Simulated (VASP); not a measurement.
# K4HgPb2 (I-4) in VASP: single point with r2SCAN

Aim: the single point of K4HgPb2 with r2SCAN.

Everything below comes from runs of VASP 6.6.1. Logs are shortened: lines on timing, memory, paths and dates and some standing lists are left out, and cuts for length are marked.

## 1. The cell of the first run

Symmetry: I-4, No. 82, tetragonal system. The conventional cell has a = 8.984 Å, b = 8.984 Å, c = 6.663 Å, α = 90.00°, β = 90.00°, γ = 90.00°. Hg (site symmetry -4) has 2 Pb at 3.33 Å and 8 K at 3.62 to 3.65 Å within 4.4 Å. Pb (site symmetry -4) has 2 Hg at 3.33 Å and 8 K at 3.63 Å within 4.4 Å. Pb (site symmetry -4) has 12 K at 3.74 to 4.25 Å and 4 Hg at 4.79 Å and 4 Pb at 4.79 Å within 4.9 Å. Within 4.6 Å of K (site symmetry 1) lie 4 K at 3.52 to 3.69 Å and 2 Hg at 3.62 to 3.65 Å and 5 Pb at 3.63 to 4.25 Å.

## 2. Single point, r2SCAN

Contents of POSCAR:

```
K4HgPb2
1.0
    0.0000000000      8.9835250181      0.0000003574
    8.9835250181      0.0000000000      0.0000003574
    4.4917626416      4.4917626416     -3.3316508076
Hg Pb K
1 2 4
Direct
    0.0000000000      0.0000000000      0.0000000000
    0.5000000000      0.5000000000      0.0000000000
    0.7500000000      0.2500000000      0.5000000000
    0.4517326849      0.5412071092      0.5060445740
    0.4587928908     -0.0422227411      0.4939554260
    1.0422227411      0.9527483168      0.5060445740
    0.0472516832      0.5482673151      0.4939554260
```

Contents of INCAR.step1:

```
SYSTEM = K4HgPb2
ALGO = Normal
EDIFF = 1E-4
ENCUT = 520
GGA = PE
ISMEAR = -1
LASPH = .True.
LCHARG = .False.
LREAL = .False.
LWAVE = .True.
NBANDS = 47
NELM = 60
PREC = Accurate
SIGMA = 0.0116
```

Contents of INCAR.step2:

```
SYSTEM = K4HgPb2
ALGO = Normal
EDIFF = 1E-6
ENCUT = 520
ISIF = 2
ISMEAR = -1
ISTART = 1
LASPH = .True.
LCHARG = .True.
LELF = .True.
LMIXTAU = .True.
LREAL = .False.
LVHAR = .True.
LWAVE = .False.
METAGGA = R2SCAN
NBANDS = 47
NELM = 60
PREC = Accurate
SIGMA = 0.0116
```

Contents of KPOINTS:

```
k-points
0
Gamma
  4 4 4
  0 0 0
```

Potentials or basis: VASP PAW PBE potentials, release 64 (Hg, Pb_d, K_sv).

Command:

```bash
> cat potpaw_PBE.64/Hg/POTCAR potpaw_PBE.64/Pb_d/POTCAR potpaw_PBE.64/K_sv/POTCAR > POTCAR
> cp INCAR.step1 INCAR
> mpirun -np 1 vasp_std > vasp.out
> cp INCAR.step2 INCAR
> mpirun -np 1 vasp_std > vasp.out
```

OUTCAR:

```text
SYSTEM = K4HgPb2
   EDIFF = 1E-6
   ENCUT = 520
   ISIF = 2
   ISMEAR = -1
   ISTART = 1
   LASPH = .True.
   LREAL = .False.
   METAGGA = R2SCAN
   NELM = 60
   PREC = Accurate

 ion  position               nearest neighbor table
   1  0.000  0.000  0.000-   2 3.33   2 3.33   4 3.62   5 3.62   7 3.62   6 3.62   4 3.65   7 3.65
                             5 3.65   6 3.65
   2  0.500  0.500  0.000-   1 3.33   1 3.33   6 3.63   5 3.63   7 3.63   4 3.63   6 3.63   7 3.63
                             5 3.63   4 3.63
   3  0.750  0.250  0.500-   7 3.74   6 3.74   4 3.74   5 3.74
   4  0.452  0.541  0.506-   6 3.52   6 3.52   1 3.62   2 3.63   2 3.63   1 3.65   5 3.69   7 3.69
                             3 3.74
   5  0.459  0.958  0.494-   7 3.52   7 3.52   1 3.62   2 3.63   2 3.63   1 3.65   4 3.69   6 3.69
                             3 3.74
   6  0.042  0.953  0.506-   4 3.52   4 3.52   1 3.62   2 3.63   2 3.63   1 3.65   5 3.69   7 3.69
                             3 3.74
   7  0.047  0.548  0.494-   5 3.52   5 3.52   1 3.62   2 3.63   2 3.63   1 3.65   4 3.69   6 3.69
                             3 3.74

  LATTYP: Found a body centered tetragonal cell.
 ALAT       =     8.9835250181
 C/A-ratio  =     0.7417246923

  Lattice vectors:

 A1 = (   4.4917626416,  -4.4917623765,  -3.3316511650)
 A2 = (  -4.4917623765,   4.4917626416,  -3.3316511650)
 A3 = (   4.4917623765,   4.4917623765,   3.3316515224)

Analysis of symmetry for initial positions (statically):
=====================================================================
 Subroutine PRICEL returns:
 Original cell was already a primitive cell.

 Routine SETGRP: Setting up the symmetry group for a
 body centered tetragonal supercell.

 Subroutine GETGRP returns: Found  4 space group operations
 (whereof  4 operations were pure point group operations)
 out of a pool of 16 trial point group operations.

The static configuration has the point symmetry S_4 .

Analysis of symmetry for dynamics (positions and initial velocities):
=====================================================================
 Subroutine PRICEL returns:
 Original cell was already a primitive cell.

 Routine SETGRP: Setting up the symmetry group for a
 body centered tetragonal supercell.

 Subroutine GETGRP returns: Found  4 space group operations
 (whereof  4 operations were pure point group operations)
 out of a pool of 16 trial point group operations.

The dynamic configuration has the point symmetry S_4 .

 Subroutine INISYM returns: Found  4 space group operations
 (whereof  4 operations are pure point group operations),
[... 100 lines left out ...]
   NFREE  =      0    steps in history (QN), initial steepest desc. (CG)
   ISIF   =      2    stress and relaxation
   ISYM   =      2    0-nonsym 1-usesym 2-fastsym
   POTIM  = 0.5000    time-step for ionic-motion
   TEBEG  =    0.0;   TEEND  =   0.0 temperature during run
   PSTRESS=    0.0 pullay stress
   NELECT =      76.0000    total number of electrons
   NUPDOWN=      -1.0000    fix difference up-down
   EMIN   =  10.00;   EMAX   =-10.00  energy-range for DOS
   EFERMI =   0.00;   METHOD = LEGACY
   ISMEAR =    -1;   SIGMA  =   0.01  broadening in eV -4-tet -1-fermi 0-gaus
   EFERMI_NEDOS =   21; number of points for ismear=-14 and -15
   IALGO  =     38    algorithm
   IMIX   =      4    mixing-type and parameters
     AMIX     =   0.40;   BMIX     =  1.00
     AMIX_MAG =   1.60;   BMIX_MAG =  1.00
  volume/ion in A,a.u.               =      38.41       259.21
  Fermi-wavevector in a.u.,A,eV,Ry     =   1.074389  2.030301 15.705373  1.154312
  Thomas-Fermi vector in A             =   2.210216
   LORBIT       =      0    0 simple, 1 ext, 2 COOP (PROOUT), +10 PAW based schemes
   METAGGA = R2SCAN    functional components
   LHFCALC =     F    Hartree Fock is set to
   AEXX    =    0.0000 exact exchange contribution
   IVDW    =     0    specifies the selected vdW correction
   LEPSILON=     F    determine dielectric tensor
   LRPA    =     F    only Hartree local field effects (RPA)
 non-spin polarized calculation
  energy-cutoff  :      520.00
  volume of cell :      268.88
 maximum number of plane-waves:      7292
 NGX is ok and might be reduce to    70
   NGX = 33   NGY = 33   NGZ = 27

 number of electron      76.0000004 magnetization

 Free energy of the ion-electron system (eV)
  ---------------------------------------------------
  ext. energy  EPLUGINS =         0.00000000
  ---------------------------------------------------
  free energy    TOTEN  =      -186.42682378 eV

  energy without entropy =     -186.42317032  energy(sigma->0) =     -186.42499705

 E-fermi :   2.0638     XC(G=0):  -8.4320

 val. band max:        2.0611718120   @ k =   0.2500  -0.0000   0.0000
 cond. band min:       2.0848246003   @ k =  -0.2500   0.2500   0.0000
 fundamental gap:      0.0236527882
 Fermi energy:         2.0637585620

 k-point     1 :       0.0000    0.0000    0.0000
  band No.  band energies     occupation
      1     -30.9750      2.00000
      2     -30.9471      2.00000
      3     -30.9154      2.00000
      4     -30.9154      2.00000
      5     -15.1228      2.00000
      6     -15.1136      2.00000
[... 689 lines left out ...]
     46       6.5860      0.00000
     47       6.8179      0.00000

------------------------ aborting loop because EDIFF is reached ----------------------------------------

  FORCE on cell =-STRESS in cart. coord.  units (eV):
  Direction    XX          YY          ZZ          XY          YZ          ZX
  --------------------------------------------------------------------------------------
  -------------------------------------------------------------------------------------
  Total       -0.0301019     -0.0301019     -0.0532047     -0.0000000      0.0000000      0.0000000
  in kB       -0.1793709     -0.1793709     -0.3170352     -0.0000001      0.0000000      0.0000000
  external PRESSURE =      -0.2252590 kB  Pullay stress =       0.0000000 kB

 VOLUME and BASIS-vectors are now :
 -----------------------------------------------------------------------------
  energy-cutoff  :      520.00
  volume of cell :      268.88
      direct lattice vectors                 reciprocal lattice vectors
     0.000000000  8.983525018  0.000000357    -0.000000006  0.111314873  0.150075740
     8.983525018  0.000000000  0.000000357     0.111314873 -0.000000006  0.150075740
     4.491762642  4.491762642 -3.331650808     0.000000012  0.000000012 -0.300151472

 POSITION                                       TOTAL-FORCE (eV/Angst)
 -----------------------------------------------------------------------------------
      0.00000      0.00000      0.00000         0.000000     -0.000000     -0.000000
      4.49176      4.49176      0.00000         0.000000     -0.000000     -0.000000
      4.49176      8.98353     -1.66583         0.000000     -0.000000     -0.000000
      7.13498      6.33118     -1.68596        -0.001420      0.002644      0.002571
     10.82295      6.34031     -1.64569         0.002644      0.001420     -0.002571
     10.83207      2.65234     -1.68596         0.001420     -0.002644      0.002571
      7.14410      2.64322     -1.64569        -0.002644     -0.001420     -0.002571
 -----------------------------------------------------------------------------------
    total drift:                                0.000000      0.000003      0.000001

  FREE ENERGIE OF THE ION-ELECTRON SYSTEM (eV)
  ---------------------------------------------------
  free  energy   TOTEN  =      -186.4268237778 eV

  energy  without entropy=     -186.4231703208  energy(sigma->0) =     -186.42499705
```

OUTCAR.step1:

```text
SYSTEM = K4HgPb2
   EDIFF = 1E-4
   ENCUT = 520
   GGA = PE
   ISMEAR = -1
   LASPH = .True.
   LREAL = .False.
   NELM = 60
[... 932 lines left out ...]
     10.82295      6.34031     -1.64569        -0.008032     -0.010405     -0.002637
     10.83207      2.65234     -1.68596        -0.010405      0.008032      0.002637
      7.14410      2.64322     -1.64569         0.008032      0.010405     -0.002637
 -----------------------------------------------------------------------------------
    total drift:                               -0.000000      0.000003      0.000001

  FREE ENERGIE OF THE ION-ELECTRON SYSTEM (eV)
  ---------------------------------------------------
  free  energy   TOTEN  =       -11.5046938643 eV

  energy  without entropy=      -11.5014571121  energy(sigma->0) =      -11.50307549
```

OSZICAR.step1:

```text
N       E                     dE             d eps       ncg     rms          rms(c)
DAV:   1     0.794600155022E+03    0.79460E+03   -0.35238E+04  1316   0.155E+03
DAV:   2     0.663317443571E+02   -0.72827E+03   -0.70549E+03  1379   0.460E+02
DAV:   3    -0.788898709368E+01   -0.74221E+02   -0.73489E+02  1856   0.163E+02
DAV:   4    -0.115514792602E+02   -0.36625E+01   -0.36365E+01  1720   0.367E+01
DAV:   5    -0.120065938056E+02   -0.45511E+00   -0.45473E+00  2448   0.933E+00    0.740E+00
DAV:   6    -0.115740836888E+02    0.43251E+00   -0.10079E+00  1680   0.383E+00    0.496E+00
DAV:   7    -0.115084035031E+02    0.65680E-01   -0.37711E-01  1952   0.219E+00    0.230E+00
DAV:   8    -0.115085047209E+02   -0.10122E-03   -0.16843E-01  1872   0.255E+00    0.846E-01
DAV:   9    -0.115046717076E+02    0.38330E-02   -0.49908E-02  1681   0.643E-01    0.295E-01
DAV:  10    -0.115045627322E+02    0.10898E-03   -0.45851E-03  1744   0.305E-01    0.101E-01
DAV:  11    -0.115046786348E+02   -0.11590E-03   -0.41792E-04  1290   0.117E-01    0.305E-02
DAV:  12    -0.115046938643E+02   -0.15230E-04   -0.92992E-05   960   0.615E-02
   1 F= -.11504694E+02 E0= -.11503075E+02  d E =-.323675E-02
```

Run time: 15 min. Hardware: 1 thread of Intel Xeon Platinum 8488C (Sapphire Rapids), shared host; peak memory 0.72 GiB.

Results:

```
Free energy            : -186.4268 eV
Pressure               : 0.0 GPa
Largest force          : 0.004 eV/Å
Band gap on the k mesh : zero (bands 38 and 39 overlap by 0.39 eV)
```

Forces in eV/Å, atoms in the order of the input:
```
Hg   0.000  0.000  0.000
Pb   0.000  0.000  0.000
Pb   0.000  0.000  0.000
K   -0.001  0.003  0.003
K    0.003  0.001 -0.003
K    0.001 -0.003  0.003
K   -0.003 -0.001 -0.003
```

Levels at points of the mesh, in eV from the Fermi level:
```csv
k point,band 36,band 37,band 38,band 39,band 40,band 41
"(0.00, 0.00, 0.00)",-1.10,-1.10,-0.44,0.73,0.73,1.49
"(0.50, 0.00, 0.00)",-1.20,-0.21,-0.15,-0.02,1.10,1.91
"(0.50, 0.50, 0.00)",-1.24,-0.76,-0.40,-0.20,-0.02,1.23
"(0.00, 0.00, 0.50)",-2.01,-1.58,-0.05,0.62,0.62,1.63
```

Caveat: the PAW data sets were made with another functional, which shifts forces and pressure a little; spin-orbit coupling is left out, which moves the levels of the heavy elements.
